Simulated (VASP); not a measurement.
# V (Fd-3m) in VASP: notebook, part 2 of 2

VASP 6.6.1.

## Step 3: Relaxation of cell and atoms, PBEsol

The input, INCAR:

```
  PREC = Accurate
  ENCUT = 600
  EDIFF = 1E-6
  ISMEAR = 0
  SIGMA = 0.1
  LREAL = F
  LASPH = T
  NELM = 100
  ALGO = Fast
  ISIF = 3
  LWAVE = F
  LCHARG = F
  GGA = PS
  IBRION = 2
  NSW = 100
  EDIFFG = -0.01
```

The input, KPOINTS:

```
regular mesh
0
Gamma
  18 18 18
```

The input, POSCAR:

```
V
1.0
    0.0000000000      2.5920134421      2.5920134421
    2.5920134421      0.0000000000      2.5920134421
    2.5920134421      2.5920134421      0.0000000000
V
2
Direct
    0.0000000000      0.0000000000      0.0000000000
    0.2500000000      0.2500000000      0.2500000000
```

Potentials or basis: VASP PAW PBE potentials, release 64 (V_sv).

Launch:

```sh
$ cat potpaw_PBE.64/V_sv/POTCAR > POTCAR
$ mpirun -np 1 vasp_std > vasp.out
```

OUTCAR:

```text
PREC = Accurate
   ENCUT = 600
   EDIFF = 1E-6
   ISMEAR = 0
   LREAL = F
   LASPH = T
   NELM = 100
   ISIF = 3
   GGA = PS
   IBRION = 2
   NSW = 100
   EDIFFG = -0.01

 ion  position               nearest neighbor table
   1  0.000  0.000  0.000-   2 2.24   2 2.24   2 2.24   2 2.24
   2  0.250  0.250  0.250-   1 2.24   1 2.24   1 2.24   1 2.24

  LATTYP: Found a face centered cubic cell.
 ALAT       =     5.1840268842

  Lattice vectors:

 A1 = (   0.0000000000,   2.5920134421,   2.5920134421)
 A2 = (   2.5920134421,   0.0000000000,   2.5920134421)
 A3 = (   2.5920134421,   2.5920134421,   0.0000000000)

Analysis of symmetry for initial positions (statically):
=====================================================================
 Subroutine PRICEL returns:
 Original cell was already a primitive cell.

 Routine SETGRP: Setting up the symmetry group for a
 face centered cubic supercell.

 Subroutine GETGRP returns: Found 48 space group operations
 (whereof 24 operations were pure point group operations)
 out of a pool of 48 trial point group operations.

The static configuration has the point symmetry T_d .
 The point group associated with its full space group is O_h .

Analysis of symmetry for dynamics (positions and initial velocities):
=====================================================================
 Subroutine PRICEL returns:
 Original cell was already a primitive cell.

 Routine SETGRP: Setting up the symmetry group for a
 face centered cubic supercell.

 Subroutine GETGRP returns: Found 48 space group operations
 (whereof 24 operations were pure point group operations)
 out of a pool of 48 trial point group operations.

The dynamic configuration has the point symmetry T_d .
 The point group associated with its full space group is O_h .

 Subroutine INISYM returns: Found 48 space group operations
 (whereof 24 operations are pure point group operations),
 and found     1 'primitive' translations

----------------------------------------------------------------------------------------

                                     Primitive cell

  volume of cell :      34.8291

  direct lattice vectors                    reciprocal lattice vectors
     0.000000000  2.592013442  2.592013442    -0.192900234  0.192900234  0.192900234
     2.592013442  0.000000000  2.592013442     0.192900234 -0.192900234  0.192900234
     2.592013442  2.592013442  0.000000000     0.192900234  0.192900234 -0.192900234

  length of vectors
     3.665660564  3.665660564  3.665660564     0.334113006  0.334113006  0.334113006

  position of ions in fractional coordinates (direct lattice)
     0.000000000  0.000000000  0.000000000
     0.250000000  0.250000000  0.250000000

  ion indices of the primitive-cell ions
   primitive index   ion index
                 1           1
                 2           2

----------------------------------------------------------------------------------------

 KPOINTS: regular mesh

Automatic generation of k-mesh.
 Grid dimensions read from file:
 generate k-points for:   18   18   18

[... 45 lines left out ...]
   k-points           NKPTS =    195   k-points in BZ     NKDIM =    195   number of bands    NBANDS=     17
   number of dos      NEDOS =    301   number of ions     NIONS =      2
   total plane-waves  NPLWV =  27000
   dimension x,y,z NGX =    30 NGY =   30 NGZ =   30
   dimension x,y,z NGXF=    60 NGYF=   60 NGZF=   60
   ions per type =               2
   NGX,Y,Z   is equivalent  to a cutoff of  13.61, 13.61, 13.61 a.u.
   NGXF,Y,Z  is equivalent  to a cutoff of  27.21, 27.21, 27.21 a.u.
 SYSTEM =  unknown system
   PREC   = accura    normal or accurate (medium, high low for compatibility)
   ISTART =      0    job   : 0-new  1-cont  2-samecut
   ICHARG =      2    charge: 1-file 2-atom 10-const
   ISPIN  =      1    spin polarized calculation?
   LNONCOLLINEAR =      F non collinear calculations
   LSORBIT =      F    spin-orbit coupling
   LASPH  =      T    aspherical Exc in radial PAW
   ENCUT  =  600.0 eV  44.10 Ry    6.64 a.u.   7.32  7.32  7.32*2*pi/ulx,y,z
   NELM   =    100;   NELMIN=  2; NELMDL= -5     # of ELM steps
   EDIFF  = 0.1E-05   stopping-criterion for ELM
   LREAL  =      F    real-space projection
   EDIFFG = -.1E-01   stopping-criterion for IOM
   NSW    =    100    number of steps for IOM
   IBRION =      2    ionic relax: 0-MD 1-quasi-New 2-CG
   NFREE  =      1    steps in history (QN), initial steepest desc. (CG)
   ISIF   =      3    stress and relaxation
   ISYM   =      2    0-nonsym 1-usesym 2-fastsym
   POTIM  = 0.5000    time-step for ionic-motion
   TEBEG  =    0.0;   TEEND  =   0.0 temperature during run
   PSTRESS=    0.0 pullay stress
   NELECT =      26.0000    total number of electrons
   NUPDOWN=      -1.0000    fix difference up-down
   EMIN   =  10.00;   EMAX   =-10.00  energy-range for DOS
   EFERMI =   0.00;   METHOD = LEGACY
   ISMEAR =     0;   SIGMA  =   0.10  broadening in eV -4-tet -1-fermi 0-gaus
   EFERMI_NEDOS =   21; number of points for ismear=-14 and -15
   IALGO  =     68    algorithm
   IMIX   =      4    mixing-type and parameters
     AMIX     =   0.40;   BMIX     =  1.00
     AMIX_MAG =   1.60;   BMIX_MAG =  1.00
  volume/ion in A,a.u.               =      17.41       117.52
  Fermi-wavevector in a.u.,A,eV,Ry     =   1.485087  2.806408 30.007442  2.205485
  Thomas-Fermi vector in A             =   2.598543
   LORBIT       =      0    0 simple, 1 ext, 2 COOP (PROOUT), +10 PAW based schemes
   GGA     = PS    functional components
   LHFCALC =     F    Hartree Fock is set to
   AEXX    =    0.0000 exact exchange contribution
   IVDW    =     0    specifies the selected vdW correction
   LEPSILON=     F    determine dielectric tensor
   LRPA    =     F    only Hartree local field effects (RPA)
 conjugate gradient relaxation of ions
 non-spin polarized calculation
 RMM-DIIS sequential band-by-band and
 Gauss-broadening in eV      SIGMA  =   0.10
  energy-cutoff  :      600.00
  volume of cell :       34.83
 maximum number of plane-waves:      1211
 NGX is ok and might be reduce to    30
   NGX = 15   NGY = 15   NGZ = 15

--------------------------------------- Ionic step        1  -------------------------------------------

 number of electron      25.9999999 magnetization

 Free energy of the ion-electron system (eV)
  ---------------------------------------------------
  ext. energy  EPLUGINS =         0.00000000
  ---------------------------------------------------
  free energy    TOTEN  =       -14.32911766 eV

  energy without entropy =      -14.30807801  energy(sigma->0) =      -14.31859784

------------------------ aborting loop because EDIFF is reached ----------------------------------------

  FORCE on cell =-STRESS in cart. coord.  units (eV):
  Direction    XX          YY          ZZ          XY          YZ          ZX
  --------------------------------------------------------------------------------------
  -------------------------------------------------------------------------------------
  Total        0.1410064      0.1410064      0.1410064      0.0000000      0.0000000     -0.0000000
  in kB        6.4864577      6.4864577      6.4864577      0.0000000      0.0000000     -0.0000000
  external PRESSURE =       6.4864577 kB  Pullay stress =       0.0000000 kB
[... 59 lines left out ...]
--------------------------------------- Ionic step        3  -------------------------------------------

 number of electron      25.9999996 magnetization

 Free energy of the ion-electron system (eV)
  ---------------------------------------------------
  ext. energy  EPLUGINS =         0.00000000
  ---------------------------------------------------
  free energy    TOTEN  =       -14.32959180 eV

  energy without entropy =      -14.30813867  energy(sigma->0) =      -14.31886523

 E-fermi :   6.6696     XC(G=0): -11.3158

 val. band max:        6.6691923117   @ k =  -0.4444   0.1667   0.0000
 cond. band min:       6.6739260733   @ k =  -0.4444   0.2778   0.0556
 fundamental gap:      0.0047337615
 Fermi energy:         6.6695563109

 k-point     1 :       0.0000    0.0000    0.0000
  band No.  band energies     occupation
      1     -56.8173      2.00000
      2     -56.0573      2.00000
      3     -30.9936      2.00000
      4     -30.9936      2.00000
      5     -30.9936      2.00000
      6     -30.0079      2.00000
[... 457 lines left out ...]
      4     -31.0504      2.00000
      5     -30.9844      2.00000
      6     -30.0242      2.00000
[... 9 lines left out ...]
     16       8.1963      0.00000
     17       8.4675      0.00000

 [... further k-points ...]

------------------------ aborting loop because EDIFF is reached ----------------------------------------

  FORCE on cell =-STRESS in cart. coord.  units (eV):
  Direction    XX          YY          ZZ          XY          YZ          ZX
  --------------------------------------------------------------------------------------
  -------------------------------------------------------------------------------------
  Total       -0.0011940     -0.0011940     -0.0011940      0.0000000     -0.0000000      0.0000000
  in kB       -0.0545378     -0.0545378     -0.0545378      0.0000000     -0.0000000      0.0000000
  external PRESSURE =      -0.0545378 kB  Pullay stress =       0.0000000 kB
[... 17 lines left out ...]
  FREE ENERGIE OF THE ION-ELECTRON SYSTEM (eV)
  ---------------------------------------------------
  free  energy   TOTEN  =       -14.3295917957 eV

  energy  without entropy=      -14.3081386657  energy(sigma->0) =      -14.31886523

 reached required accuracy - stopping structural energy minimisation
```

OSZICAR:

```text
N       E                     dE             d eps       ncg     rms          rms(c)
DAV:   1     0.325711905070E+03    0.32571E+03   -0.16716E+04  6670   0.189E+03
DAV:   2    -0.440606972993E+01   -0.33012E+03   -0.32780E+03  6654   0.566E+02
DAV:   3    -0.150115419400E+02   -0.10605E+02   -0.10384E+02  9178   0.114E+02
DAV:   4    -0.151795163624E+02   -0.16797E+00   -0.16607E+00  7771   0.137E+01
[... 25 lines left out ...]
RMM:   3    -0.143296076595E+02   -0.14283E-03   -0.22890E-03  7077   0.295E-01    0.715E-02
RMM:   4    -0.143295937134E+02    0.13946E-04   -0.28905E-04  7257   0.123E-01    0.340E-02
RMM:   5    -0.143295931133E+02    0.60010E-06   -0.61671E-05  6787   0.726E-02    0.134E-02
RMM:   6    -0.143295924057E+02    0.70764E-06   -0.34859E-05  6748   0.614E-02    0.131E-02
RMM:   7    -0.143295917957E+02    0.61001E-06   -0.81832E-06  5190   0.326E-02
   3 F= -.14329592E+02 E0= -.14318865E+02  d E =-.474132E-03
```

Run time: 4.6 min. Hardware: 1 thread of Intel Xeon Platinum 8259CL at 2.50GHz (Skylake/Cascade Lake), shared host; peak memory 0.26 GiB.

What came out:

| Property | Result |
| --- | --- |
| Free energy | -14.3296 eV |
| Relaxed volume | 17.54 Å³/atom |
| Relaxed cell | a = 3.674 Å, b = 3.674 Å, c = 3.674 Å, α = 60.00°, β = 60.00°, γ = 60.00° |
| Space group after relaxing (to 0.1 Å) | Fd-3m (No. 227) |
| Energy gained by relaxing | 0.2 meV/atom |
| Ionic steps | 3 |
| Pressure after relaxing | 0.0 GPa |
| Band gap on the k mesh | zero (bands 13 and 14 overlap by 1.09 eV) |

The path:
```tsv
step	energy change (eV)	largest force (eV/Å)	pressure (GPa)	volume (Å³)
1	0.0000	0.0000	0.65	34.83
2	-0.0004	0.0000	-0.30	35.19
3	-0.0005	0.0000	-0.01	35.08
```

Final structure:
```
V
1.0
     0.00000    2.59816    2.59816
     2.59816    0.00000    2.59816
     2.59816    2.59816    0.00000
V
2
Direct
  0.00000 0.00000 0.00000
  0.25000 0.25000 0.25000
```

Caveat: the PAW data sets were made with another functional, which shifts forces and pressure a little.
